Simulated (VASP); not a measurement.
# K (Im-3m) in VASP: a series of runs

The runs below take K through single point, relaxation of cell and atoms, with PBE+D3(BJ).

All numbers are computed with VASP 6.6.1; they aren't measurements. Logs are shortened: lines on timing, memory, paths and dates and some standing lists are left out, and cuts for length are marked.

### 1 The cell of the first run

Symmetry: Im-3m, No. 229, cubic system. The conventional cell has a = 5.162 Å, b = 5.162 Å, c = 5.162 Å, α = 90.00°, β = 90.00°, γ = 90.00°. K (site symmetry m-3m) has 14 K at 4.47 to 5.16 Å within 5.9 Å.

### 2 Single point, PBE+D3(BJ)

Contents of INCAR:

```
SYSTEM = K
PREC     = Accurate       ! precision mode
ENCUT    = 520            ! plane-wave cutoff, eV
EDIFF    = 1E-6           ! SCF threshold, eV
ISMEAR   = 0              ! smearing method
SIGMA    = 0.1            ! smearing width, eV
LREAL    = .FALSE.        ! projectors in reciprocal space
LASPH    = .TRUE.         ! aspherical terms in the spheres
NELM     = 100            ! most SCF steps
ALGO     = Normal         ! electronic algorithm
ISIF     = 2              ! what is computed and relaxed
LWAVE    = .FALSE.        ! write WAVECAR
LCHARG   = .TRUE.         ! write CHGCAR
GGA      = PE             ! functional
IVDW     = 12             ! dispersion correction
LELF     = .TRUE.         ! ELF
LVHAR    = .TRUE.       
NBANDS   = 10             ! bands
```

Contents of KPOINTS:

```
Automatic mesh
0
G
  12 12 12
  0 0 0
```

Contents of POSCAR:

```
K
1.0
   -2.5812300530      2.5812300530      2.5812300530
    2.5812300530     -2.5812300530      2.5812300530
    2.5812300530      2.5812300530     -2.5812300530
K
1
Direct
    0.0000000000      0.0000000000      0.0000000000
```

Potentials or basis: VASP PAW PBE potentials, release 64 (K_sv).

Command:

```console
> cat potpaw_PBE.64/K_sv/POTCAR > POTCAR
> mpirun -np 1 vasp_std > vasp.out
```

OUTCAR:

```text
SYSTEM = K
   PREC = Accurate
   ENCUT = 520
   EDIFF = 1E-6
   ISMEAR = 0
   LREAL = .FALSE.
   LASPH = .TRUE.
   NELM = 100
   ISIF = 2
   GGA = PE
   IVDW = 12
 IVDW          = 12

 ion  position               nearest neighbor table
   1  0.000  0.000  0.000-

  LATTYP: Found a body centered cubic cell.
 ALAT       =     5.1624601060

  Lattice vectors:

 A1 = (  -2.5812300530,   2.5812300530,   2.5812300530)
 A2 = (   2.5812300530,  -2.5812300530,   2.5812300530)
 A3 = (   2.5812300530,   2.5812300530,  -2.5812300530)

Analysis of symmetry for initial positions (statically):
=====================================================================
 Subroutine PRICEL returns:
 Original cell was already a primitive cell.

 Routine SETGRP: Setting up the symmetry group for a
 body centered cubic supercell.

 Subroutine GETGRP returns: Found 48 space group operations
 (whereof 48 operations were pure point group operations)
 out of a pool of 48 trial point group operations.

The static configuration has the point symmetry O_h .

Analysis of symmetry for dynamics (positions and initial velocities):
=====================================================================
 Subroutine PRICEL returns:
 Original cell was already a primitive cell.

 Routine SETGRP: Setting up the symmetry group for a
 body centered cubic supercell.

 Subroutine GETGRP returns: Found 48 space group operations
 (whereof 48 operations were pure point group operations)
 out of a pool of 48 trial point group operations.

The dynamic configuration has the point symmetry O_h .

 Subroutine INISYM returns: Found 48 space group operations
 (whereof 48 operations are pure point group operations),
 and found     1 'primitive' translations

----------------------------------------------------------------------------------------

                                     Primitive cell

  volume of cell :      68.7923

  direct lattice vectors                    reciprocal lattice vectors
    -2.581230053  2.581230053  2.581230053     0.000000000  0.193706097  0.193706097
     2.581230053 -2.581230053  2.581230053     0.193706097  0.000000000  0.193706097
     2.581230053  2.581230053 -2.581230053     0.193706097  0.193706097  0.000000000

  length of vectors
     4.470821598  4.470821598  4.470821598     0.273941790  0.273941790  0.273941790

  position of ions in fractional coordinates (direct lattice)
     0.000000000  0.000000000  0.000000000

  ion indices of the primitive-cell ions
   primitive index   ion index
                 1           1

----------------------------------------------------------------------------------------

 KPOINTS: Automatic mesh

Automatic generation of k-mesh.
 Grid dimensions read from file:
 generate k-points for:   12   12   12

 Generating k-lattice:

  Cartesian coordinates                     Fractional coordinates (reciprocal lattice)
     0.000000000  0.016142175  0.016142175     0.083333333  0.000000000  0.000000000
     0.016142175  0.000000000  0.016142175     0.000000000  0.083333333  0.000000000
     0.016142175  0.016142175  0.000000000     0.000000000  0.000000000  0.083333333

  Length of vectors
     0.022828483  0.022828483  0.022828483

  Shift w.r.t. Gamma in fractional coordinates (k-lattice)
     0.000000000  0.000000000  0.000000000

 Subroutine IBZKPT returns following result:
 ===========================================

 Found     72 irreducible k-points:

 Following reciprocal coordinates:
            Coordinates               Weight
  0.000000  0.000000  0.000000      1.000000
  0.083333  0.000000  0.000000     12.000000
  0.166667  0.000000  0.000000     12.000000
  0.250000  0.000000  0.000000     12.000000
  0.333333  0.000000  0.000000     12.000000
  0.416667  0.000000  0.000000     12.000000
[... 16 lines left out ...]
  0.333333  0.083333  0.083333     24.000000
  0.416667  0.083333  0.083333     12.000000
 [... further k-points ...]
   k-points           NKPTS =     72   k-points in BZ     NKDIM =     72   number of bands    NBANDS=     10
   number of dos      NEDOS =    301   number of ions     NIONS =      1
   total plane-waves  NPLWV =  46656
   dimension x,y,z NGX =    36 NGY =   36 NGZ =   36
   dimension x,y,z NGXF=    72 NGYF=   72 NGZF=   72
   ions per type =               1
   NGX,Y,Z   is equivalent  to a cutoff of  13.39, 13.39, 13.39 a.u.
   NGXF,Y,Z  is equivalent  to a cutoff of  26.77, 26.77, 26.77 a.u.
 SYSTEM =  K
   PREC   = accura    normal or accurate (medium, high low for compatibility)
   ISTART =      0    job   : 0-new  1-cont  2-samecut
   ICHARG =      2    charge: 1-file 2-atom 10-const
   ISPIN  =      1    spin polarized calculation?
   LNONCOLLINEAR =      F non collinear calculations
   LSORBIT =      F    spin-orbit coupling
   LASPH  =      T    aspherical Exc in radial PAW
   ENCUT  =  520.0 eV  38.22 Ry    6.18 a.u.   8.31  8.31  8.31*2*pi/ulx,y,z
   NELM   =    100;   NELMIN=  2; NELMDL= -5     # of ELM steps
   EDIFF  = 0.1E-05   stopping-criterion for ELM
   LREAL  =      F    real-space projection
   EDIFFG = 0.1E-04   stopping-criterion for IOM
   NSW    =      0    number of steps for IOM
   IBRION =     -1    ionic relax: 0-MD 1-quasi-New 2-CG
   NFREE  =      0    steps in history (QN), initial steepest desc. (CG)
   ISIF   =      2    stress and relaxation
   ISYM   =      2    0-nonsym 1-usesym 2-fastsym
   POTIM  = 0.5000    time-step for ionic-motion
   TEBEG  =    0.0;   TEEND  =   0.0 temperature during run
   PSTRESS=    0.0 pullay stress
   NELECT =       9.0000    total number of electrons
   NUPDOWN=      -1.0000    fix difference up-down
   EMIN   =  10.00;   EMAX   =-10.00  energy-range for DOS
   EFERMI =   0.00;   METHOD = LEGACY
   ISMEAR =     0;   SIGMA  =   0.10  broadening in eV -4-tet -1-fermi 0-gaus
   EFERMI_NEDOS =   21; number of points for ismear=-14 and -15
   IALGO  =     38    algorithm
   IMIX   =      4    mixing-type and parameters
     AMIX     =   0.40;   BMIX     =  1.00
     AMIX_MAG =   1.60;   BMIX_MAG =  1.00
  volume/ion in A,a.u.               =      68.79       464.23
  Fermi-wavevector in a.u.,A,eV,Ry     =   0.831079  1.570512  9.397439  0.690692
  Thomas-Fermi vector in A             =   1.943905
   LORBIT       =      0    0 simple, 1 ext, 2 COOP (PROOUT), +10 PAW based schemes
   GGA     = PE    functional components
   LHFCALC =     F    Hartree Fock is set to
   AEXX    =    0.0000 exact exchange contribution
   IVDW    =    12    specifies the selected vdW correction
   LEPSILON=     F    determine dielectric tensor
   LRPA    =     F    only Hartree local field effects (RPA)
 non-spin polarized calculation
 Gauss-broadening in eV      SIGMA  =   0.10
  energy-cutoff  :      520.00
  volume of cell :       68.79
 maximum number of plane-waves:      1886
 NGX is ok and might be reduce to    36
   NGX = 17   NGY = 17   NGZ = 17

 number of electron       8.9999998 magnetization

 Free energy of the ion-electron system (eV)
  ---------------------------------------------------
  ext. energy  EPLUGINS =         0.00000000
  ---------------------------------------------------
  free energy    TOTEN  =        -1.04403796 eV

  energy without entropy =       -1.03922789  energy(sigma->0) =       -1.04163292

 E-fermi :   0.0204     XC(G=0):  -5.8150

 val. band max:        0.0001438498   @ k =   0.2500   0.2500   0.0000
 cond. band min:       0.0670375737   @ k =   0.3333   0.1667   0.0000
 fundamental gap:      0.0668937239
 Fermi energy:         0.0204470802

 k-point     1 :       0.0000    0.0000    0.0000
  band No.  band energies     occupation
      1     -32.0620      2.00000
      2     -15.5062      2.00000
      3     -15.5062      2.00000
      4     -15.5062      2.00000
      5      -2.2203      2.00000
      6       4.3914      0.00000
      7       4.3914      0.00000
      8       4.3914      0.00000
      9       5.3428      0.00000
     10       5.3428      0.00000

 k-point     2 :       0.0833    0.0000    0.0000
  band No.  band energies     occupation
      1     -32.0616      2.00000
      2     -15.5121      2.00000
      3     -15.5081      2.00000
      4     -15.5062      2.00000
      5      -2.1290      2.00000
      6       4.2608      0.00000
      7       4.2739      0.00000
      8       4.4663      0.00000
      9       5.1797      0.00000
     10       5.3202      0.00000

 k-point     3 :       0.1667    0.0000    0.0000
  band No.  band energies     occupation
      1     -32.0606      2.00000
      2     -15.5279      2.00000
      3     -15.5134      2.00000
      4     -15.5062      2.00000
      5      -1.8596      2.00000
      6       3.7518      0.00000
      7       3.9989      0.00000
      8       4.6887      0.00000
      9       5.0888      0.00000
     10       5.2865      0.00000

 k-point     4 :       0.2500    0.0000    0.0000
  band No.  band energies     occupation
      1     -32.0592      2.00000
      2     -15.5494      2.00000
      3     -15.5205      2.00000
      4     -15.5062      2.00000
      5      -1.4256      2.00000
      6       3.0151      0.00000
      7       3.6936      0.00000
      8       5.0520      0.00000
      9       5.1625      0.00000
     10       5.3041      0.00000

 k-point     5 :       0.3333    0.0000    0.0000
  band No.  band energies     occupation
      1     -32.0578      2.00000
      2     -15.5706      2.00000
      3     -15.5276      2.00000
      4     -15.5062      2.00000
      5      -0.8493      2.00000
      6       2.2272      0.00000
      7       3.4391      0.00000
      8       5.1999      0.00000
      9       5.4180      0.00000
     10       5.5456      0.00000

 k-point     6 :       0.4167    0.0000    0.0000
  band No.  band energies     occupation
      1     -32.0567      2.00000
      2     -15.5861      2.00000
      3     -15.5328      2.00000
      4     -15.5062      2.00000
      5      -0.1638      1.99083
      6       1.4296      0.00000
      7       3.2750      0.00000
      8       5.1099      0.00000
      9       5.6460      0.00000
     10       6.1547      0.00000
[... 183 lines left out ...]
 k-point    21 :       0.1667    0.0833    0.0833
  band No.  band energies     occupation
      1     -32.0588      2.00000
      2     -15.5560      2.00000
      3     -15.5181      2.00000
      4     -15.5109      2.00000
      5      -1.2555      2.00000
      6       2.9767      0.00000
      7       3.2770      0.00000
      8       5.0661      0.00000
      9       5.3208      0.00000
     10       5.4602      0.00000

 k-point    22 :       0.2500    0.0833    0.0833
  band No.  band energies     occupation
      1     -32.0575      2.00000
      2     -15.5714      2.00000
      3     -15.5276      2.00000
      4     -15.5112      2.00000
      5      -0.6860      2.00000
      6       2.2710      0.00000
      7       3.0326      0.00000
      8       5.1415      0.00000
      9       5.5049      0.00000
     10       5.6179      0.00000

 k-point    23 :       0.3333    0.0833    0.0833
  band No.  band energies     occupation
      1     -32.0566      2.00000
      2     -15.5820      2.00000
      3     -15.5351      2.00000
      4     -15.5115      2.00000
      5      -0.0072      1.30386
      6       1.5245      0.00000
      7       2.8822      0.00000
      8       4.9506      0.00000
      9       5.7941      0.00000
     10       5.7954      0.00000

 k-point    24 :       0.4167    0.0833    0.0833
  band No.  band energies     occupation
      1     -32.0563      2.00000
      2     -15.5857      2.00000
      3     -15.5380      2.00000
      4     -15.5117      2.00000
      5       0.6582      0.00000
      6       0.8394      0.00000
      7       2.8315      0.00000
      8       4.8400      0.00000
      9       5.9117      0.00000
     10       5.9412      0.00000

 [... further k-points ...]

------------------------ aborting loop because EDIFF is reached ----------------------------------------

 Edisp (eV)   -0.12145

 E8    (eV) :    -0.0654

  FORCE on cell =-STRESS in cart. coord.  units (eV):
  Direction    XX          YY          ZZ          XY          YZ          ZX
  --------------------------------------------------------------------------------------
  -------------------------------------------------------------------------------------
  Total      -0.00383    -0.00383    -0.00383    -0.00000    -0.00000     0.00000
  in kB      -0.08921    -0.08921    -0.08921    -0.00000    -0.00000     0.00000
  external pressure =       -0.09 kB  Pullay stress =        0.00 kB

 VOLUME and BASIS-vectors are now :
 -----------------------------------------------------------------------------
  energy-cutoff  :      520.00
  volume of cell :       68.79
      direct lattice vectors                 reciprocal lattice vectors
    -2.581230053  2.581230053  2.581230053     0.000000000  0.193706097  0.193706097
     2.581230053 -2.581230053  2.581230053     0.193706097  0.000000000  0.193706097
     2.581230053  2.581230053 -2.581230053     0.193706097  0.193706097  0.000000000

 POSITION                                       TOTAL-FORCE (eV/Angst)
 -----------------------------------------------------------------------------------
      0.00000      0.00000      0.00000        -0.000000     -0.000000      0.000000
 -----------------------------------------------------------------------------------
    total drift:                               -0.000000     -0.000000      0.000000

  FREE ENERGIE OF THE ION-ELECTRON SYSTEM (eV)
  ---------------------------------------------------
  free  energy   TOTEN  =        -1.1654909062 eV

  energy  without entropy=       -1.1606808372  energy(sigma->0) =       -1.16308587
```

It took 72 s on 1 thread of AMD EPYC 7R43 (Zen 3), shared host; peak memory 0.2 GiB.

Results:

```yaml
Free_energy: -1.1655 eV
Pressure: 0.0 GPa
Band_gap_on_the_k_mesh: zero (an odd number of electrons rules out a gap without spin polarisation)
Dispersion_energy_per_atom: -0.121 eV
```

### 3 Relaxation of cell and atoms, PBE+D3(BJ)

This run uses another cell than the first one, of 70.30 Å³/atom.

Contents of INCAR:

```
SYSTEM = K
PREC = Accurate
ENCUT = 600
EDIFF = 1E-7
ISMEAR = 0
SIGMA = 0.1
LREAL = .False.
LASPH = .True.
NELM = 60
ALGO = Normal
ISIF = 3
LWAVE = .False.
LCHARG = .False.
GGA = PE
IVDW = 12
IBRION = 2
NSW = 100
EDIFFG = -0.005
```

Contents of KPOINTS:

```
regular mesh
0
Gamma
  12 12 12
  0 0 0
```

Contents of POSCAR:

```
K
1.0
   -2.6000000000      2.6000000000      2.6000000000
    2.6000000000     -2.6000000000      2.6000000000
    2.6000000000      2.6000000000     -2.6000000000
K
1
Direct
    0.0000000000      0.0000000000      0.0000000000
```

Potentials or basis: VASP PAW PBE potentials, release 64 (K_sv).

Command:

```console
> cat potpaw_PBE.64/K_sv/POTCAR > POTCAR
> mpirun -np 1 vasp_std > vasp.out
```

Wall time 2.8 min (1 thread of AMD EPYC 7R43 (Zen 3), shared host); peak memory 0.21 GiB.

The run converged. Its results:

* Free energy: -1.1656 eV
* Relaxed volume: 68.88 Å³/atom
* Relaxed cell: a = 4.473 Å, b = 4.473 Å, c = 4.473 Å, α = 109.47°, β = 109.47°, γ = 109.47°
* Space group after relaxing (to 0.1 Å): Im-3m (No. 229)
* Energy gained by relaxing: 0.4 meV/atom
* Ionic steps: 3
* Pressure after relaxing: 0.0 GPa
* Band gap on the k mesh: zero (an odd number of electrons rules out a gap without spin polarisation)
* Dispersion energy per atom: -0.121 eV

The path:
```
step  energy change (eV)  largest force (eV/Å)  pressure (GPa)  volume (Å³)
   1              0.0000                0.0000           -0.09        70.30
   2             -0.0002                0.0000           -0.06        69.92
   3             -0.0004                0.0000            0.00        68.88
```

Final structure:
```
CELL_PARAMETERS angstrom
-2.58238 2.58238 2.58238
2.58238 -2.58238 2.58238
2.58238 2.58238 -2.58238
ATOMIC_POSITIONS crystal
K 0.00000 0.00000 0.00000
```

Levels at points of the mesh, in eV from the Fermi level:
```tsv
k point	band 1	band 2	band 3	band 4	band 5	band 6	band 7	band 8
(0.00, 0.00, 0.00)	-32.08	-15.53	-15.53	-15.53	-2.24	4.37	4.37	4.37
(0.50, 0.00, 0.00)	-32.08	-15.61	-15.56	-15.53	0.45	0.74	3.20	5.02
(0.50, 0.50, 0.50)	-32.07	-15.59	-15.59	-15.59	1.65	1.65	3.67	3.67
```
